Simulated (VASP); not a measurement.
# TaN (Fm-3m) in VASP: further runs

TaN is run at these levels: PBE; tasks: single point.

All numbers are computed with VASP 6.6.1; they aren't measurements. Logs are shortened: lines on timing, memory, paths and dates and some standing lists are left out, and cuts for length are marked.

## (1) The cell of the first run

Symmetry: Fm-3m, No. 225, cubic system. The conventional cell has a = 4.394 Å, b = 4.394 Å, c = 4.394 Å, α = 90.00°, β = 90.00°, γ = 90.00°. Ta (site symmetry m-3m) has 6 N at 2.20 Å within 2.9 Å. N (site symmetry m-3m) has 6 Ta at 2.20 Å within 2.9 Å.

## (2) Single point, PBE

The input, INCAR:

```
PREC = Accurate
ENCUT = 520
EDIFF = 1E-7
ISMEAR = -1
SIGMA = 0.05
LREAL = False
LASPH = True
NELM = 100
ALGO = Normal
ISIF = 2
LWAVE = False
LCHARG = False
GGA = PE
NBANDS = 15
```

The input, KPOINTS:

```
regular mesh
0
Gamma
  11 11 11
```

The input, POSCAR:

```
TaN
1.0
    0.0000000000      2.1970090812      2.1970090812
    2.1970090812      0.0000000000      2.1970090812
    2.1970090812      2.1970090812      0.0000000000
Ta N
1 1
Direct
    0.5000000000      0.5000000000      0.5000000000
    0.0000000000      0.0000000000      0.0000000000
```

Potentials or basis: VASP PAW PBE potentials, release 64 (Ta_pv, N).

On the command line:

```bash
$ cat potpaw_PBE.64/Ta_pv/POTCAR potpaw_PBE.64/N/POTCAR > POTCAR
$ mpirun -np 1 vasp_std > vasp.out
```

OUTCAR:

```text
PREC = Accurate
   ENCUT = 520
   EDIFF = 1E-7
   ISMEAR = -1
   LREAL = False
   LASPH = True
   NELM = 100
   ISIF = 2
   GGA = PE

 ion  position               nearest neighbor table
   1  0.500  0.500  0.500-   2 2.20   2 2.20   2 2.20   2 2.20   2 2.20   2 2.20
   2  0.000  0.000  0.000-   1 2.20   1 2.20   1 2.20   1 2.20   1 2.20   1 2.20

  LATTYP: Found a face centered cubic cell.
 ALAT       =     4.3940181624

  Lattice vectors:

 A1 = (   0.0000000000,   2.1970090812,   2.1970090812)
 A2 = (   2.1970090812,   0.0000000000,   2.1970090812)
 A3 = (   2.1970090812,   2.1970090812,   0.0000000000)

Analysis of symmetry for initial positions (statically):
=====================================================================
 Subroutine PRICEL returns:
 Original cell was already a primitive cell.

 Routine SETGRP: Setting up the symmetry group for a
 face centered cubic supercell.

 Subroutine GETGRP returns: Found 48 space group operations
 (whereof 48 operations were pure point group operations)
 out of a pool of 48 trial point group operations.

The static configuration has the point symmetry O_h .

Analysis of symmetry for dynamics (positions and initial velocities):
=====================================================================
 Subroutine PRICEL returns:
 Original cell was already a primitive cell.

 Routine SETGRP: Setting up the symmetry group for a
 face centered cubic supercell.

 Subroutine GETGRP returns: Found 48 space group operations
 (whereof 48 operations were pure point group operations)
 out of a pool of 48 trial point group operations.

The dynamic configuration has the point symmetry O_h .

 Subroutine INISYM returns: Found 48 space group operations
 (whereof 48 operations are pure point group operations),
 and found     1 'primitive' translations

----------------------------------------------------------------------------------------

                                     Primitive cell

  volume of cell :      21.2093

  direct lattice vectors                    reciprocal lattice vectors
     0.000000000  2.197009081  2.197009081    -0.227582127  0.227582127  0.227582127
     2.197009081  0.000000000  2.197009081     0.227582127 -0.227582127  0.227582127
     2.197009081  2.197009081  0.000000000     0.227582127  0.227582127 -0.227582127

  length of vectors
     3.107040039  3.107040039  3.107040039     0.394183807  0.394183807  0.394183807

  position of ions in fractional coordinates (direct lattice)
     0.500000000  0.500000000  0.500000000
     0.000000000  0.000000000  0.000000000

  ion indices of the primitive-cell ions
   primitive index   ion index
                 1           1
                 2           2

----------------------------------------------------------------------------------------

 KPOINTS: regular mesh

Automatic generation of k-mesh.
 Grid dimensions read from file:
 generate k-points for:   11   11   11

 Generating k-lattice:

  Cartesian coordinates                     Fractional coordinates (reciprocal lattice)
    -0.020689284  0.020689284  0.020689284     0.090909091  0.000000000  0.000000000
     0.020689284 -0.020689284  0.020689284     0.000000000  0.090909091  0.000000000
     0.020689284  0.020689284 -0.020689284     0.000000000  0.000000000  0.090909091

  Length of vectors
     0.035834892  0.035834892  0.035834892

  Shift w.r.t. Gamma in fractional coordinates (k-lattice)
     0.000000000  0.000000000  0.000000000

 Subroutine IBZKPT returns following result:
 ===========================================

 Found     56 irreducible k-points:

 Following reciprocal coordinates:
            Coordinates               Weight
  0.000000  0.000000  0.000000      1.000000
  0.090909  0.000000  0.000000      8.000000
  0.181818  0.000000  0.000000      8.000000
  0.272727  0.000000  0.000000      8.000000
  0.363636  0.000000  0.000000      8.000000
  0.454545  0.000000  0.000000      8.000000
[... 16 lines left out ...]
 -0.272727  0.181818  0.000000     24.000000
 -0.181818  0.181818  0.000000     12.000000
 [... further k-points ...]
   k-points           NKPTS =     56   k-points in BZ     NKDIM =     56   number of bands    NBANDS=     15
   number of dos      NEDOS =    301   number of ions     NIONS =      2
   total plane-waves  NPLWV =  13824
   dimension x,y,z NGX =    24 NGY =   24 NGZ =   24
   dimension x,y,z NGXF=    48 NGYF=   48 NGZF=   48
   ions per type =               1   1
   NGX,Y,Z   is equivalent  to a cutoff of  12.84, 12.84, 12.84 a.u.
   NGXF,Y,Z  is equivalent  to a cutoff of  25.68, 25.68, 25.68 a.u.
 SYSTEM =  unknown system
   PREC   = accura    normal or accurate (medium, high low for compatibility)
   ISTART =      0    job   : 0-new  1-cont  2-samecut
   ICHARG =      2    charge: 1-file 2-atom 10-const
   ISPIN  =      1    spin polarized calculation?
   LNONCOLLINEAR =      F non collinear calculations
   LSORBIT =      F    spin-orbit coupling
   LASPH  =      T    aspherical Exc in radial PAW
   ENCUT  =  520.0 eV  38.22 Ry    6.18 a.u.   5.78  5.78  5.78*2*pi/ulx,y,z
   NELM   =    100;   NELMIN=  2; NELMDL= -5     # of ELM steps
   EDIFF  = 0.1E-06   stopping-criterion for ELM
   LREAL  =      F    real-space projection
   EDIFFG = 0.1E-05   stopping-criterion for IOM
   NSW    =      0    number of steps for IOM
   IBRION =     -1    ionic relax: 0-MD 1-quasi-New 2-CG
   NFREE  =      0    steps in history (QN), initial steepest desc. (CG)
   ISIF   =      2    stress and relaxation
   ISYM   =      2    0-nonsym 1-usesym 2-fastsym
   POTIM  = 0.5000    time-step for ionic-motion
   TEBEG  =    0.0;   TEEND  =   0.0 temperature during run
   PSTRESS=    0.0 pullay stress
   NELECT =      16.0000    total number of electrons
   NUPDOWN=      -1.0000    fix difference up-down
   EMIN   =  10.00;   EMAX   =-10.00  energy-range for DOS
   EFERMI =   0.00;   METHOD = LEGACY
   ISMEAR =    -1;   SIGMA  =   0.05  broadening in eV -4-tet -1-fermi 0-gaus
   EFERMI_NEDOS =   21; number of points for ismear=-14 and -15
   IALGO  =     38    algorithm
   IMIX   =      4    mixing-type and parameters
     AMIX     =   0.40;   BMIX     =  1.00
     AMIX_MAG =   1.60;   BMIX_MAG =  1.00
  volume/ion in A,a.u.               =      10.60        71.56
  Fermi-wavevector in a.u.,A,eV,Ry     =   1.490298  2.816254 30.218358  2.220987
  Thomas-Fermi vector in A             =   2.603097
   LORBIT       =      0    0 simple, 1 ext, 2 COOP (PROOUT), +10 PAW based schemes
   GGA     = PE    functional components
   LHFCALC =     F    Hartree Fock is set to
   AEXX    =    0.0000 exact exchange contribution
   IVDW    =     0    specifies the selected vdW correction
   LEPSILON=     F    determine dielectric tensor
   LRPA    =     F    only Hartree local field effects (RPA)
 non-spin polarized calculation
  energy-cutoff  :      520.00
  volume of cell :       21.21
 maximum number of plane-waves:       584
   NGX = 11   NGY = 11   NGZ = 11

 number of electron      16.0000002 magnetization

 Free energy of the ion-electron system (eV)
  ---------------------------------------------------
  ext. energy  EPLUGINS =         0.00000000
  ---------------------------------------------------
  free energy    TOTEN  =       -21.81600408 eV

  energy without entropy =      -21.81012935  energy(sigma->0) =      -21.81306672

 E-fermi :   9.6132     XC(G=0): -13.4519

 val. band max:        9.5261352733   @ k =  -0.3636   0.2727   0.0909
 cond. band min:       9.6404524114   @ k =   0.0000   0.0000   0.0000
 fundamental gap:      0.1143171380
 Fermi energy:         9.6132357096

 k-point     1 :       0.0000    0.0000    0.0000
  band No.  band energies     occupation
      1     -26.1973      2.00000
      2     -26.1973      2.00000
      3     -26.1973      2.00000
      4      -9.3085      2.00000
      5       5.7423      2.00000
      6       5.7423      2.00000
      7       5.7423      2.00000
      8       7.4629      2.00000
      9       7.4629      2.00000
     10       7.4629      2.00000
     11       9.6405      0.73436
     12       9.6405      0.73435
     13      11.1167      0.00000
     14      18.9811      0.00000
     15      21.9443      0.00000

 k-point     2 :       0.0909    0.0000    0.0000
  band No.  band energies     occupation
      1     -26.2710      2.00000
      2     -26.2040      2.00000
      3     -26.2040      2.00000
      4      -9.1087      2.00000
      5       4.7888      2.00000
      6       5.0994      2.00000
      7       5.0994      2.00000
      8       7.7682      2.00000
      9       7.7682      2.00000
     10       7.8449      2.00000
     11      10.4199      0.00000
     12      10.4199      0.00000
     13      11.7066      0.00000
     14      19.5941      0.00000
     15      21.9439      0.00000

 k-point     3 :       0.1818    0.0000    0.0000
  band No.  band energies     occupation
      1     -26.4634      2.00000
      2     -26.2219      2.00000
      3     -26.2219      2.00000
      4      -8.5544      2.00000
      5       3.1359      2.00000
      6       4.0091      2.00000
      7       4.0091      2.00000
      8       8.3322      2.00000
      9       8.4627      2.00000
     10       8.4627      2.00000
     11      12.0872      0.00000
     12      12.0872      0.00000
     13      13.0018      0.00000
     14      21.0994      0.00000
     15      21.9434      0.00000
[... 343 lines left out ...]
 k-point    23 :      -0.2727    0.1818    0.0000
  band No.  band energies     occupation
      1     -26.8147      2.00000
      2     -26.4470      2.00000
      3     -26.2634      2.00000
      4      -7.1174      2.00000
      5       0.4979      2.00000
      6       2.3515      2.00000
      7       2.9881      2.00000
      8       9.7159      0.22731
      9       9.7649      0.09186
     10      11.5713      0.00000
     11      12.6011      0.00000
     12      16.0965      0.00000
     13      16.7926      0.00000
     14      21.3011      0.00000
     15      21.9730      0.00000

 k-point    24 :      -0.1818    0.1818    0.0000
  band No.  band energies     occupation
      1     -26.6779      2.00000
      2     -26.3805      2.00000
      3     -26.2322      2.00000
      4      -7.6602      2.00000
      5       1.2922      2.00000
      6       2.7150      2.00000
      7       3.4945      2.00000
      8       8.8770      2.00000
      9       9.2594      1.99831
     10      10.9710      0.00000
     11      11.4664      0.00000
     12      15.2193      0.00000
     13      15.5031      0.00000
     14      21.9319      0.00000
     15      22.8861      0.00000

 [... further k-points ...]

------------------------ aborting loop because EDIFF is reached ----------------------------------------

  FORCE on cell =-STRESS in cart. coord.  units (eV):
  Direction    XX          YY          ZZ          XY          YZ          ZX
  --------------------------------------------------------------------------------------
  -------------------------------------------------------------------------------------
  Total        0.8274765      0.8274765      0.8274765      0.0000000      0.0000000      0.0000000
  in kB       62.5087350     62.5087350     62.5087350      0.0000000      0.0000000      0.0000000
  external PRESSURE =      62.5087350 kB  Pullay stress =       0.0000000 kB

 VOLUME and BASIS-vectors are now :
 -----------------------------------------------------------------------------
  energy-cutoff  :      520.00
  volume of cell :       21.21
      direct lattice vectors                 reciprocal lattice vectors
     0.000000000  2.197009081  2.197009081    -0.227582127  0.227582127  0.227582127
     2.197009081  0.000000000  2.197009081     0.227582127 -0.227582127  0.227582127
     2.197009081  2.197009081  0.000000000     0.227582127  0.227582127 -0.227582127

 POSITION                                       TOTAL-FORCE (eV/Angst)
 -----------------------------------------------------------------------------------
      2.19701      2.19701      2.19701         0.000000      0.000000      0.000000
      0.00000      0.00000      0.00000         0.000000      0.000000      0.000000
 -----------------------------------------------------------------------------------
    total drift:                                0.000000     -0.000000     -0.000000

  FREE ENERGIE OF THE ION-ELECTRON SYSTEM (eV)
  ---------------------------------------------------
  free  energy   TOTEN  =       -21.8160040806 eV

  energy  without entropy=      -21.8101293510  energy(sigma->0) =      -21.81306672
```

Run time: 6.5 s. Hardware: 1 thread of Intel Xeon 6975P-C (Granite Rapids), shared host; peak memory 0.15 GiB.

What came out:

- Free energy: -21.8160 eV
- Pressure: 6.3 GPa
- Band gap on the k mesh: zero (band 8 reaches 11.26 eV, above the bottom of band 9 at 7.46 eV)

Caveat: spin-orbit coupling is left out, which moves the levels of the heavy elements.

## (3) Single point, PBE

This run uses another cell than the first one, of 10.86 Å³/atom, 1.024 times its volume.

The input, INCAR:

```
SYSTEM = TaN
PREC     = Accurate       ! precision mode
ENCUT    = 520            ! plane-wave cutoff, eV
EDIFF    = 1E-6           ! SCF threshold, eV
ISMEAR   = -1             ! smearing method
SIGMA    = 0.05           ! smearing width, eV
LREAL    = .False.        ! projectors in reciprocal space
LASPH    = .True.         ! aspherical terms in the spheres
NELM     = 100            ! most SCF steps
ALGO     = Normal         ! electronic algorithm
ISIF     = 2              ! what is computed and relaxed
LWAVE    = .False.        ! write WAVECAR
LCHARG   = .False.        ! write CHGCAR
GGA      = PE             ! functional
NBANDS   = 15             ! bands
```

The input, KPOINTS:

```
Automatic mesh
0
Gamma
  11 11 11
  0 0 0
```

The input, POSCAR:

```
TaN
1.0
    0.0000000000      2.2147276615      2.2147276615
    2.2147276615      0.0000000000      2.2147276615
    2.2147276615      2.2147276615      0.0000000000
Ta N
1 1
Direct
    0.5000000000      0.5000000000      0.5000000000
    0.0000000000      0.0000000000      0.0000000000
```

Potentials or basis: VASP PAW PBE potentials, release 64 (Ta_pv, N).

On the command line:

```bash
$ cat potpaw_PBE.64/Ta_pv/POTCAR potpaw_PBE.64/N/POTCAR > POTCAR
$ mpirun -np 1 vasp_std > vasp.out
```

Run time: 5.7 s. Hardware: 1 thread of Intel Xeon 6975P-C (Granite Rapids), shared host; peak memory 0.15 GiB.

It converged, with:

- Free energy: -21.8231 eV
- Pressure: -1.9 GPa
- Band gap on the k mesh: zero (band 8 reaches 10.92 eV, above the bottom of band 9 at 7.26 eV)

Levels at points of the mesh, in eV from the Fermi level:
```csv
k point,band 5,band 6,band 7,band 8,band 9,band 10,band 11,band 12
"(0.00, 0.00, 0.00)",-3.80,-3.80,-3.80,-2.08,-2.08,-2.08,0.02,0.02
```

Caveat: spin-orbit coupling is left out, which moves the levels of the heavy elements.
